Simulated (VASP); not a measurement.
# Br (Fd-3m) in VASP: relaxation of cell and atoms with r2SCAN

Aim: the relaxation of cell and atoms of Br with r2SCAN.

All numbers are computed with VASP 6.6.1; they aren't measurements. Logs are shortened: lines on timing, memory, paths and dates and some standing lists are left out, and cuts for length are marked.

## 1. The cell of the first run

Symmetry: Fd-3m, No. 227, cubic system. The conventional cell has a = 6.480 Å, b = 6.480 Å, c = 6.480 Å, α = 90.00°, β = 90.00°, γ = 90.00°. Br (site symmetry -43m) has 4 Br at 2.81 Å within 3.7 Å.

## 2. Relaxation of cell and atoms, r2SCAN

POSCAR reads:

```
Br
1.0
    0.0000000000      3.2400000000      3.2400000000
    3.2400000000      0.0000000000      3.2400000000
    3.2400000000      3.2400000000      0.0000000000
Br
2
Direct
    1.0000000000      1.0000000000      1.0000000000
    0.2500000000      0.2500000000      0.2500000000
```

INCAR.step1 reads:

```
SYSTEM = Br
  ALGO = Normal
  EDIFF = 1E-5
  EDIFFG = -0.005
  ENCUT = 550
  GGA = PE
  GGA_COMPAT = .FALSE.
  IBRION = 2
  ISIF = 3
  ISMEAR = -1
  LASPH = .TRUE.
  LCHARG = .FALSE.
  LREAL = .FALSE.
  LWAVE = .TRUE.
  NELM = 120
  NELMIN = 4
  NSW = 100
  PREC = Accurate
  SIGMA = 0.05
```

INCAR.step2 reads:

```
SYSTEM = Br
  ALGO = Normal
  EDIFF = 1E-7
  EDIFFG = -0.03
  ENCUT = 550
  GGA_COMPAT = .FALSE.
  IBRION = 2
  ISIF = 3
  ISMEAR = -1
  ISTART = 1
  LASPH = .TRUE.
  LCHARG = .FALSE.
  LMIXTAU = .TRUE.
  LREAL = .FALSE.
  LWAVE = .FALSE.
  METAGGA = R2SCAN
  NELM = 120
  NELMIN = 4
  NSW = 60
  PREC = Accurate
  SIGMA = 0.05
```

KPOINTS reads:

```
k-points
0
G
  7 7 7
  0 0 0
```

Potentials or basis: VASP PAW PBE potentials, release 64 (Br).

On the command line:

```sh
cat potpaw_PBE.64/Br/POTCAR > POTCAR
cp INCAR.step1 INCAR
mpirun -np 1 vasp_std > vasp.out
cp INCAR.step2 INCAR
mpirun -np 1 vasp_std > vasp.out
```

OUTCAR:

```text
SYSTEM = Br
   EDIFF = 1E-7
   EDIFFG = -0.03
   ENCUT = 550
   IBRION = 2
   ISIF = 3
   ISMEAR = -1
   ISTART = 1
   LASPH = .TRUE.
   LREAL = .FALSE.
   METAGGA = R2SCAN
   NELM = 120
   NELMIN = 4
   NSW = 60
   PREC = Accurate

 ion  position               nearest neighbor table
   1  0.000  0.000  0.000-
   2  0.250  0.250  0.250-

  LATTYP: Found a face centered cubic cell.
 ALAT       =     6.4800000000

  Lattice vectors:

 A1 = (   0.0000000000,   3.2400000000,   3.2400000000)
 A2 = (   3.2400000000,   0.0000000000,   3.2400000000)
 A3 = (   3.2400000000,   3.2400000000,   0.0000000000)

Analysis of symmetry for initial positions (statically):
=====================================================================
 Subroutine PRICEL returns:
 Original cell was already a primitive cell.

 Routine SETGRP: Setting up the symmetry group for a
 face centered cubic supercell.

 Subroutine GETGRP returns: Found 48 space group operations
 (whereof 24 operations were pure point group operations)
 out of a pool of 48 trial point group operations.

The static configuration has the point symmetry T_d .
 The point group associated with its full space group is O_h .

Analysis of symmetry for dynamics (positions and initial velocities):
=====================================================================
 Subroutine PRICEL returns:
 Original cell was already a primitive cell.

 Routine SETGRP: Setting up the symmetry group for a
 face centered cubic supercell.

 Subroutine GETGRP returns: Found 48 space group operations
 (whereof 24 operations were pure point group operations)
 out of a pool of 48 trial point group operations.

The dynamic configuration has the point symmetry T_d .
 The point group associated with its full space group is O_h .

 Subroutine INISYM returns: Found 48 space group operations
 (whereof 24 operations are pure point group operations),
 and found     1 'primitive' translations

----------------------------------------------------------------------------------------

                                     Primitive cell

  volume of cell :      68.0244

  direct lattice vectors                    reciprocal lattice vectors
     0.000000000  3.240000000  3.240000000    -0.154320988  0.154320988  0.154320988
     3.240000000  0.000000000  3.240000000     0.154320988 -0.154320988  0.154320988
     3.240000000  3.240000000  0.000000000     0.154320988  0.154320988 -0.154320988

  length of vectors
     4.582051942  4.582051942  4.582051942     0.267291791  0.267291791  0.267291791

  position of ions in fractional coordinates (direct lattice)
     0.000000000  0.000000000  0.000000000
     0.250000000  0.250000000  0.250000000

  ion indices of the primitive-cell ions
   primitive index   ion index
                 1           1
                 2           2

----------------------------------------------------------------------------------------

 KPOINTS: k-points

Automatic generation of k-mesh.
 Grid dimensions read from file:
 generate k-points for:    7    7    7

 Generating k-lattice:

  Cartesian coordinates                     Fractional coordinates (reciprocal lattice)
    -0.022045855  0.022045855  0.022045855     0.142857143  0.000000000  0.000000000
     0.022045855 -0.022045855  0.022045855     0.000000000  0.142857143  0.000000000
     0.022045855  0.022045855 -0.022045855     0.000000000  0.000000000  0.142857143

  Length of vectors
     0.038184542  0.038184542  0.038184542

  Shift w.r.t. Gamma in fractional coordinates (k-lattice)
     0.000000000  0.000000000  0.000000000

 Subroutine IBZKPT returns following result:
 ===========================================

 Found     20 irreducible k-points:

 Following reciprocal coordinates:
            Coordinates               Weight
  0.000000  0.000000  0.000000      1.000000
  0.142857  0.000000  0.000000      8.000000
  0.285714  0.000000  0.000000      8.000000
  0.428571  0.000000  0.000000      8.000000
  0.142857  0.142857  0.000000      6.000000
  0.285714  0.142857  0.000000     24.000000
[... 12 lines left out ...]
 -0.428571  0.428571  0.142857     24.000000
 -0.285714  0.428571  0.142857     24.000000
   k-points           NKPTS =     20   k-points in BZ     NKDIM =     20   number of bands    NBANDS=     11
   number of dos      NEDOS =    301   number of ions     NIONS =      2
   total plane-waves  NPLWV =  46656
   dimension x,y,z NGX =    36 NGY =   36 NGZ =   36
   dimension x,y,z NGXF=    72 NGYF=   72 NGZF=   72
   ions per type =               2
   NGX,Y,Z   is equivalent  to a cutoff of  13.06, 13.06, 13.06 a.u.
   NGXF,Y,Z  is equivalent  to a cutoff of  26.12, 26.12, 26.12 a.u.
 SYSTEM =  Br
   PREC   = accura    normal or accurate (medium, high low for compatibility)
   ISTART =      1    job   : 0-new  1-cont  2-samecut
   ICHARG =      0    charge: 1-file 2-atom 10-const
   ISPIN  =      1    spin polarized calculation?
   LNONCOLLINEAR =      F non collinear calculations
   LSORBIT =      F    spin-orbit coupling
   LASPH  =      T    aspherical Exc in radial PAW
   ENCUT  =  550.0 eV  40.42 Ry    6.36 a.u.   8.76  8.76  8.76*2*pi/ulx,y,z
   NELM   =    120;   NELMIN=  4; NELMDL=  0     # of ELM steps
   EDIFF  = 0.1E-06   stopping-criterion for ELM
   LREAL  =      F    real-space projection
   EDIFFG = -.3E-01   stopping-criterion for IOM
   NSW    =     60    number of steps for IOM
   IBRION =      2    ionic relax: 0-MD 1-quasi-New 2-CG
   NFREE  =      1    steps in history (QN), initial steepest desc. (CG)
   ISIF   =      3    stress and relaxation
   ISYM   =      2    0-nonsym 1-usesym 2-fastsym
   POTIM  = 0.5000    time-step for ionic-motion
   TEBEG  =    0.0;   TEEND  =   0.0 temperature during run
   PSTRESS=    0.0 pullay stress
   NELECT =      14.0000    total number of electrons
   NUPDOWN=      -1.0000    fix difference up-down
   EMIN   =  10.00;   EMAX   =-10.00  energy-range for DOS
   EFERMI =   0.00;   METHOD = LEGACY
   ISMEAR =    -1;   SIGMA  =   0.05  broadening in eV -4-tet -1-fermi 0-gaus
   EFERMI_NEDOS =   21; number of points for ismear=-14 and -15
   IALGO  =     38    algorithm
   IMIX   =      4    mixing-type and parameters
     AMIX     =   0.40;   BMIX     =  1.00
     AMIX_MAG =   1.60;   BMIX_MAG =  1.00
  volume/ion in A,a.u.               =      34.01       229.53
  Fermi-wavevector in a.u.,A,eV,Ry     =   0.966561  1.826535 12.711103  0.934240
  Thomas-Fermi vector in A             =   2.096373
   LORBIT       =      0    0 simple, 1 ext, 2 COOP (PROOUT), +10 PAW based schemes
   METAGGA = R2SCAN    functional components
   LHFCALC =     F    Hartree Fock is set to
   AEXX    =    0.0000 exact exchange contribution
   IVDW    =     0    specifies the selected vdW correction
   LEPSILON=     F    determine dielectric tensor
   LRPA    =     F    only Hartree local field effects (RPA)
 conjugate gradient relaxation of ions
 non-spin polarized calculation
  energy-cutoff  :      550.00
  volume of cell :       68.02
 maximum number of plane-waves:      2010
   NGX = 17   NGY = 17   NGZ = 17

--------------------------------------- Ionic step        1  -------------------------------------------

 number of electron      14.0000002 magnetization

 Free energy of the ion-electron system (eV)
  ---------------------------------------------------
  ext. energy  EPLUGINS =         0.00000000
  ---------------------------------------------------
  free energy    TOTEN  =       -24.70820006 eV

  energy without entropy =      -24.67986079  energy(sigma->0) =      -24.69403042

 E-fermi :   0.3448     XC(G=0):  -8.1965

 val. band max:        0.3306117880   @ k =   0.4286   0.2857   0.1429
 cond. band min:       0.3506191139   @ k =   0.4286   0.1429   0.0000
 fundamental gap:      0.0200073259
 Fermi energy:         0.3448118950

 k-point     1 :       0.0000    0.0000    0.0000
  band No.  band energies     occupation
      1     -16.6812      2.00000
      2     -13.1834      2.00000
      3      -3.4939      2.00000
      4      -3.4939      2.00000
      5      -3.4939      2.00000
      6      -1.0378      2.00000
      7      -1.0378      2.00000
      8      -1.0378      2.00000
      9       5.5836      0.00000
     10       9.5409      0.00000
     11       9.5409      0.00000

 k-point     2 :       0.1429    0.0000    0.0000
  band No.  band energies     occupation
      1     -16.5798      2.00000
      2     -13.3605      2.00000
      3      -3.6240      2.00000
      4      -3.6240      2.00000
      5      -3.5907      2.00000
      6      -0.8629      2.00000
      7      -0.8503      2.00000
      8      -0.8503      2.00000
      9       6.0774      0.00000
     10       9.1272      0.00000
     11       9.1272      0.00000
[... 344 lines left out ...]
 POSITION                                       TOTAL-FORCE (eV/Angst)
 -----------------------------------------------------------------------------------
      0.00000      0.00000      0.00000         0.000000      0.000000      0.000000
      1.74470      1.74470      1.74470        -0.000000     -0.000000     -0.000000
 -----------------------------------------------------------------------------------
    total drift:                                0.000000      0.000000      0.000000

  FREE ENERGIE OF THE ION-ELECTRON SYSTEM (eV)
  ---------------------------------------------------
  free  energy   TOTEN  =       -24.9586076223 eV

  energy  without entropy=      -24.9173139518  energy(sigma->0) =      -24.93796079

--------------------------------------- Ionic step        4  -------------------------------------------

 number of electron      13.9999996 magnetization

 Free energy of the ion-electron system (eV)
  ---------------------------------------------------
  ext. energy  EPLUGINS =         0.00000000
  ---------------------------------------------------
  free energy    TOTEN  =       -24.95883985 eV

  energy without entropy =      -24.91804393  energy(sigma->0) =      -24.93844189

 E-fermi :  -1.5370     XC(G=0):  -7.2464

 val. band max:       -1.5564862458   @ k =   0.4286   0.1429   0.0000
 cond. band min:      -1.5263418812   @ k =   0.4286   0.2857   0.1429
 fundamental gap:      0.0301443646
 Fermi energy:        -1.5369793656

 k-point     1 :       0.0000    0.0000    0.0000
  band No.  band energies     occupation
      1     -17.2152      2.00000
      2     -15.0463      2.00000
      3      -4.3577      2.00000
      4      -4.3577      2.00000
      5      -4.3577      2.00000
      6      -2.4488      2.00000
      7      -2.4488      2.00000
      8      -2.4488      2.00000
      9       4.0810      0.00000
     10       8.2246      0.00000
     11       8.2246      0.00000

 k-point     2 :       0.1429    0.0000    0.0000
  band No.  band energies     occupation
      1     -17.1474      2.00000
      2     -15.1435      2.00000
      3      -4.4509      2.00000
      4      -4.4509      2.00000
      5      -4.4394      2.00000
      6      -2.3505      2.00000
      7      -2.3219      2.00000
      8      -2.3219      2.00000
      9       4.4767      0.00000
     10       7.8595      0.00000
     11       7.8595      0.00000
[... 272 lines left out ...]
 POSITION                                       TOTAL-FORCE (eV/Angst)
 -----------------------------------------------------------------------------------
      0.00000      0.00000      0.00000        -0.000000     -0.000000     -0.000000
      1.74063      1.74063      1.74063         0.000000      0.000000      0.000000
 -----------------------------------------------------------------------------------
    total drift:                                0.000000      0.000000      0.000000

  FREE ENERGIE OF THE ION-ELECTRON SYSTEM (eV)
  ---------------------------------------------------
  free  energy   TOTEN  =       -24.9588398536 eV

  energy  without entropy=      -24.9180439344  energy(sigma->0) =      -24.93844189

 reached required accuracy - stopping structural energy minimisation
```

Run time: 7.2 min. Hardware: 1 thread of AMD EPYC 7R43 (Zen 3), shared host; peak memory 0.19 GiB.

Results:

* Free energy: -24.9588 eV
* Relaxed volume: 42.19 Å³/atom
* Relaxed cell: a = 4.923 Å, b = 4.923 Å, c = 4.923 Å, α = 60.00°, β = 60.00°, γ = 60.00°
* Space group after relaxing (to 0.1 Å): Fd-3m (No. 227)
* Energy gained by relaxing: 125.3 meV/atom
* Ionic steps: 4
* Pressure after relaxing: 0.0 GPa
* Band gap on the k mesh: zero (bands 7 and 8 overlap by 1.22 eV)

The path:
| step | energy change (eV) | largest force (eV/Å) | pressure (GPa) | volume (Å³) |
| --- | --- | --- | --- | --- |
| 1 | 0.0000 | 0.0000 | 6.03 | 68.02 |
| 2 | -0.2450 | 0.0000 | 0.64 | 81.43 |
| 3 | -0.2504 | 0.0000 | -0.12 | 84.97 |
| 4 | -0.2506 | 0.0000 | 0.00 | 84.38 |

Final structure:
```
CELL_PARAMETERS angstrom
0.00000 3.48126 3.48126
3.48126 0.00000 3.48126
3.48126 3.48126 0.00000
ATOMIC_POSITIONS crystal
Br 0.00000 0.00000 0.00000
Br 0.25000 0.25000 0.25000
```

Caveat: the volume moved by over 15 % at a fixed basis, so the end points are rough; the PAW data sets were made with another functional, which shifts forces and pressure a little.

The gap in the log of VASP goes by the Fermi energy; the results here count the filled bands.